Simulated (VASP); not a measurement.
# Sr2ZrO3 (Cmmm) in VASP: single point with PBE

Aim: the single point of Sr2ZrO3 with PBE.

Program: VASP 6.6.1. These are calculated values, not measurements. Logs are shortened: lines on timing, memory, paths and dates and some standing lists are left out, and cuts for length are marked.

## 1. The cell of the first run

Symmetry: Cmmm, No. 65, orthorhombic system. The conventional cell has a = 7.699 Å, b = 7.855 Å, c = 7.302 Å, α = 90.00°, β = 90.00°, γ = 90.00°. Sr (site symmetry m2m) has 3 O at 2.19 to 2.44 Å within 2.9 Å. Zr (site symmetry mmm) has 2 O at 1.95 Å within 2.6 Å. Within 2.6 Å of O (site symmetry mm2) lie 1 Zr at 1.95 Å and 2 Sr at 2.44 Å. Within 2.9 Å of O (site symmetry mmm) lie 2 Sr at 2.19 Å.

The cell was built from a structure type or drawn by symmetry, and may not be a known phase.

## 2. Single point, PBE, collinear spin

Input file INCAR:

```
PREC = Accurate ; ENCUT = 520
EDIFF = 1E-6 ; ISMEAR = 0
SIGMA = 0.1 ; LREAL = False
LASPH = True ; NELM = 150
ALGO = Normal ; ISIF = 2
LWAVE = False ; LCHARG = False
ISPIN = 2 ; MAGMOM = 0 0 1 0 0 0
LORBIT = 11 ; LMAXMIX = 4
GGA = PE ; NBANDS = 38
```

Input file KPOINTS:

```
Automatic mesh
0
Gamma
  4 4 4
```

Input file POSCAR:

```
Sr2ZrO3
1.0
    3.8493775439     -3.9275612609      0.0000000000
    3.8493775439      3.9275612609      0.0000000000
    0.0000000000      0.0000000000      7.3018864825
Sr Zr O
2 1 3
Direct
    0.2786909605      0.7213090395      0.5000000000
    0.7213090395      0.2786909605      0.5000000000
    0.5000000000      0.5000000000      0.0000000000
    0.5000000000      0.5000000000      0.2664536957
    0.5000000000      0.5000000000      0.7335463043
    0.0000000000      0.0000000000      0.5000000000
```

Potentials or basis: VASP PAW PBE potentials, release 64 (Sr_sv, Zr_sv, O).

Started as:

```console
cat potpaw_PBE.64/Sr_sv/POTCAR potpaw_PBE.64/Zr_sv/POTCAR potpaw_PBE.64/O/POTCAR > POTCAR
mpirun -np 1 vasp_std > vasp.out
```

OUTCAR:

```text
PREC = Accurate
   ENCUT = 520
   EDIFF = 1E-6
   ISMEAR = 0
   LREAL = False
   LASPH = True
   NELM = 150
   ISIF = 2
   ISPIN = 2
   LORBIT = 11
   GGA = PE

 ion  position               nearest neighbor table
   1  0.279  0.721  0.500-   6 2.19   5 2.44   4 2.44   2 3.48   2 3.88   2 3.88   3 4.04   3 4.04
                             2 4.38
   2  0.721  0.279  0.500-   6 2.19   5 2.44   4 2.44   1 3.48   1 3.88   1 3.88   3 4.04   3 4.04
                             1 4.38
   3  0.500  0.500  0.000-   4 1.95   5 1.95   1 4.04   2 4.04   1 4.04   2 4.04
   4  0.500  0.500  0.266-   3 1.95   2 2.44   1 2.44
   5  0.500  0.500  0.734-   3 1.95   2 2.44   1 2.44
   6  0.000  0.000  0.500-   1 2.19   2 2.19

  LATTYP: Found a base centered orthorhombic cell.
 ALAT       =     7.6987550878
 B/A-ratio  =     1.0203107427
 C/A-ratio  =     0.9484502883

  Lattice vectors:

 A1 = (   3.8493775439,  -3.9275612609,   0.0000000000)
 A2 = (   3.8493775439,   3.9275612609,   0.0000000000)
 A3 = (   0.0000000000,   0.0000000000,   7.3018864825)

Analysis of symmetry for initial positions (statically):
=====================================================================
 Subroutine PRICEL returns:
 Original cell was already a primitive cell.

 Routine SETGRP: Setting up the symmetry group for a
 base centered orthorhombic supercell.

 Subroutine GETGRP returns: Found  8 space group operations
 (whereof  8 operations were pure point group operations)
 out of a pool of  8 trial point group operations.

The static configuration has the point symmetry D_2h.

Analysis of symmetry for dynamics (positions and initial velocities):
=====================================================================
 Subroutine PRICEL returns:
 Original cell was already a primitive cell.

 Routine SETGRP: Setting up the symmetry group for a
 base centered orthorhombic supercell.

 Subroutine GETGRP returns: Found  8 space group operations
 (whereof  8 operations were pure point group operations)
 out of a pool of  8 trial point group operations.

The dynamic configuration has the point symmetry D_2h.

Analysis of structural, dynamic, and magnetic symmetry:
=====================================================================
 Subroutine PRICEL returns:
 Original cell was already a primitive cell.

 Routine SETGRP: Setting up the symmetry group for a
 base centered orthorhombic supercell.

 Subroutine GETGRP returns: Found  8 space group operations
 (whereof  8 operations were pure point group operations)
 out of a pool of  8 trial point group operations.

[... 140 lines left out ...]
 NGX is ok and might be reduce to    42
   NGX = 21   NGY = 21   NGZ = 27

 number of electron      49.9999998 magnetization       0.9404919

 Free energy of the ion-electron system (eV)
  ---------------------------------------------------
  ext. energy  EPLUGINS =         0.00000000
  ---------------------------------------------------
  free energy    TOTEN  =       -36.71857076 eV

  energy without entropy =      -36.70795699  energy(sigma->0) =      -36.71326387

 E-fermi :   0.5359     XC(G=0):  -6.5843

 val. band max:        0.5352286050   @ k =   0.5000   0.0000   0.2500
 cond. band min:       0.5666500234   @ k =   0.5000   0.0000   0.5000
 fundamental gap:      0.0314214184
 Fermi energy:         0.5358898169

 spin component 1

 k-point     1 :       0.0000    0.0000    0.0000
  band No.  band energies     occupation
      1     -49.5388      1.00000
      2     -34.2351      1.00000
      3     -34.1738      1.00000
      4     -27.7597      1.00000
      5     -27.7235      1.00000
      6     -27.6881      1.00000
[... 829 lines left out ...]
     36       5.0773      0.00000
     37       5.4234      0.00000
 Fermi energy:         0.5358898169

 spin component 2

 k-point     1 :       0.0000    0.0000    0.0000
  band No.  band energies     occupation
      1     -49.2225      1.00000
      2     -34.2357      1.00000
      3     -34.1743      1.00000
      4     -27.5255      1.00000
      5     -27.3112      1.00000
      6     -27.2317      1.00000
[... 829 lines left out ...]
     36       5.1707      0.00000
     37       5.4414      0.00000
 [bands above 37 left out]

------------------------ aborting loop because EDIFF is reached ----------------------------------------

  FORCE on cell =-STRESS in cart. coord.  units (eV):
  Direction    XX          YY          ZZ          XY          YZ          ZX
  --------------------------------------------------------------------------------------
  -------------------------------------------------------------------------------------
  Total        0.3403824      0.5057882      1.3254001      0.0000000      0.0000000      0.0000000
  in kB        2.4700121      3.6702926      9.6178727      0.0000000      0.0000000      0.0000000
  external PRESSURE =       5.2527258 kB  Pullay stress =       0.0000000 kB

 VOLUME and BASIS-vectors are now :
 -----------------------------------------------------------------------------
  energy-cutoff  :      520.00
  volume of cell :      220.79
      direct lattice vectors                 reciprocal lattice vectors
     3.849377544 -3.927561261  0.000000000     0.129891130 -0.127305462  0.000000000
     3.849377544  3.927561261  0.000000000     0.129891130  0.127305462  0.000000000
     0.000000000  0.000000000  7.301886482     0.000000000  0.000000000  0.136950910

 POSITION                                       TOTAL-FORCE (eV/Angst)
 -----------------------------------------------------------------------------------
      3.84938      1.73841      3.65094         0.000000     -0.152712      0.000000
      3.84938     -1.73841      3.65094         0.000000      0.152712      0.000000
      3.84938      0.00000      0.00000        -0.000000      0.000000      0.000000
      3.84938      0.00000      1.94561         0.000000      0.000000      0.227308
      3.84938      0.00000      5.35627         0.000000      0.000000     -0.227308
      0.00000      0.00000      3.65094         0.000000      0.000000      0.000000
 -----------------------------------------------------------------------------------
    total drift:                               -0.000000     -0.000000      0.000000

  FREE ENERGIE OF THE ION-ELECTRON SYSTEM (eV)
  ---------------------------------------------------
  free  energy   TOTEN  =       -36.7185707599 eV

  energy  without entropy=      -36.7079569886  energy(sigma->0) =      -36.71326387

 total charge

# of ion       s       p       d       tot
------------------------------------------
    1        2.008   5.800   0.296   8.104
    2        2.008   5.800   0.296   8.104
    3        2.210   6.003   1.519   9.733
    4        1.574   3.445   0.000   5.019
    5        1.574   3.445   0.000   5.019
    6        1.568   3.393   0.000   4.961
--------------------------------------------------
tot         10.944  27.885   2.111  40.940

 magnetization (x)

# of ion       s       p       d       tot
------------------------------------------
    1       -0.001   0.000  -0.000  -0.001
    2       -0.001   0.000  -0.000  -0.001
    3        0.043   0.002   0.461   0.506
    4       -0.000  -0.015   0.000  -0.016
    5       -0.000  -0.015   0.000  -0.016
    6       -0.000   0.006   0.000   0.006
--------------------------------------------------
tot          0.042  -0.023   0.461   0.480
```

OSZICAR:

```text
N       E                     dE             d eps       ncg     rms          rms(c)
DAV:   1     0.409979220280E+03    0.40998E+03   -0.23239E+04  3304   0.113E+03
DAV:   2    -0.818474648071E+01   -0.41816E+03   -0.40152E+03  4360   0.303E+02
DAV:   3    -0.497339640207E+02   -0.41549E+02   -0.41178E+02  4700   0.857E+01
[... 11 lines left out ...]
DAV:  15    -0.367184922688E+02   -0.22050E-03   -0.26929E-04  3852   0.483E-02    0.220E-02
DAV:  16    -0.367185497417E+02   -0.57473E-04   -0.83953E-05  3966   0.249E-02    0.130E-02
DAV:  17    -0.367185622029E+02   -0.12461E-04   -0.15045E-05  4094   0.101E-02    0.860E-03
DAV:  18    -0.367185699057E+02   -0.77028E-05   -0.19860E-05  3604   0.110E-02    0.345E-03
DAV:  19    -0.367185707599E+02   -0.85428E-06   -0.19703E-06  3234   0.406E-03
   1 F= -.36718571E+02 E0= -.36713264E+02  d E =-.106138E-01  mag=     0.9403
```

stdout:

```text
POSCAR found type information on POSCAR SrZrO
 POSCAR found :  3 types and       6 ions
 scaLAPACK will be used
 LDA part: xc-table for (Slater+PW92), standard interpolation
 POSCAR, INCAR and KPOINTS ok, starting setup
 FFT: planning ... GRIDC
 FFT: planning ... GRID_SOFT
 FFT: planning ... GRID
 WAVECAR not read
 entering main loop
```

Wall time 6.2 min (1 thread of Intel Xeon Platinum 8488C (Sapphire Rapids), shared host); peak memory 0.54 GiB.

What came out:

* Free energy: -36.7186 eV
* Pressure: 0.5 GPa
* Largest force: 0.227 eV/Å
* Net moment: 0.94 μB per cell
* Site moments: Sr -0.00; Zr +0.51; O -0.02, +0.01 (each value once) μB
* Valence electrons inside the program's atomic spheres: Sr 8.10; Zr 9.73; O 5.02, 4.96 (each value once)

Forces on the atoms (eV/Å):
```
Sr   0.000 -0.153  0.000
Sr   0.000  0.153  0.000
Zr   0.000  0.000  0.000
O    0.000  0.000  0.227
O    0.000  0.000 -0.227
O    0.000  0.000  0.000
```
